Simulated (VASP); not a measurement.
Ag: single point with PBEsol

Crystal: Ag.

```
Ag
1.0
     2.95930    0.00000    0.00000
    -1.47965    2.51208    0.00000
     0.00000    0.00000    4.79000
Ag
2
Direct
  0.33333 0.66667 0.25000
  0.66667 0.33333 0.75000
```

This cell differs from its parent crystal: strain +0.0100 x Voigt [1, -1, 0, 0, 0, 0].

| Item | Value |
| --- | --- |
| Program | VASP 6.6.1 |
| Task | single point |
| Functional | PBEsol |
| Potentials or basis | VASP PAW PBE potentials, release 64 (Ag) |
| Cutoff | 520 eV |
| k mesh | 18 × 18 × 10 |
| Occupations | gaussian, width 0.15 eV |
| Spin | no spin polarisation |

| Quantity | Value |
| --- | --- |
| Pressure | -6.4 GPa |
| Largest force | 0.018 eV/Å |
| Band gap on the k mesh | zero (bands 11 and 12 overlap by 7.24 eV) |

Forces in eV/Å, atoms in the order of the input:
```
Ag   0.000 -0.018  0.000
Ag   0.000  0.018  0.000
```

Stress tensor (GPa, compression positive):
```
-6.99  0.00  0.00
 0.00 -5.94  0.00
 0.00  0.00 -6.30
```

Levels at points of the mesh, in eV from the Fermi level:
```tsv
k point	band 9	band 10	band 11	band 12	band 13	band 14
(0.00, 0.00, 0.00)	-3.93	-3.02	-2.99	-0.32	3.36	15.50
(0.50, 0.00, 0.00)	-2.82	-2.76	0.08	1.39	6.61	6.88
(0.00, 0.50, 0.00)	-2.84	-2.73	0.22	1.60	6.80	7.08
(0.00, 0.00, 0.50)	-3.32	-3.32	-3.28	-3.28	10.79	10.79
(0.50, 0.00, 0.50)	-2.81	-2.81	0.74	0.74	4.27	4.27
(0.00, 0.50, 0.50)	-2.78	-2.78	0.90	0.90	4.52	4.52
```

Wall time 91 s on 1 thread of Intel(R) Xeon(R) 6975P-C (Granite Rapids) (shared host), peak memory 0.38 GiB.

Caveat: the cell differs from its parent crystal (strain +0.0100 x Voigt [1, -1, 0, 0, 0, 0]); the cell stands under tension; the PAW data sets were made with another functional, which shifts forces and pressure a little.
